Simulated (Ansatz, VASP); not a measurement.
**MgO in VASP and in Ansatz**

```
Mg O
1.0
     3.30779    0.00000    0.00000
    -1.65389    2.86463    0.00000
     0.00000    0.00000    4.98288
Mg O
2 2
Cartesian
  1.6539 0.9549 2.5022
  0.0000 1.9098 0.0108
  1.6539 0.9549 4.4968
  0.0000 1.9098 2.0053
```

Alike in both runs: task single point; functional PBE-based screened hybrid; k mesh 5 × 5 × 3; occupations fermi-dirac, width 0.05 eV; no spin polarisation.

|  | VASP | Ansatz |
| --- | --- | --- |
| version | VASP 6.6.1 | Ansatz 0.2.0 |
| potentials or method | VASP PAW PBE potentials, release 64 (Mg, O) | Ansatz PAW |
| plane-wave cutoff (eV) | 520 | 420 |
| valence electrons in the cell | 16 | 32 |

Ansatz gave:

| Item | Value |
| --- | --- |
| gap on the k mesh at the Fermi level (eV) | 5.10 |
| least direct gap on the mesh (eV) | 5.10 |
| pressure (GPa) | -0.6 |
| traceless stress, the component that is largest in VASP (GPa) | 0.34 |
| rms of the force components (eV/Å) | 0.019 |

Problem. Estimate VASP's values.

Solution. gap on the k mesh at the Fermi level (eV): 5.07; least direct gap on the mesh (eV): 5.07; pressure (GPa): -0.7; traceless stress, the component that is largest in VASP (GPa): 0.35; rms of the force components (eV/Å): 0.019.

VASP's potentials were made for PBE, not for PBE-based screened hybrid. Atom by atom the forces differ by 0.001 eV/Å (rms over components). VASP's potentials hold 16 valence electrons a cell and Ansatz's 32, so a difference there can come from the potentials and not from the codes.

The k mesh is coarse, so the values compare programs but aren't converged. Noted on Ansatz's run: odd divisions of the mesh miss points on the zone boundary, where band edges often lie, so the gap on the mesh can be too wide.
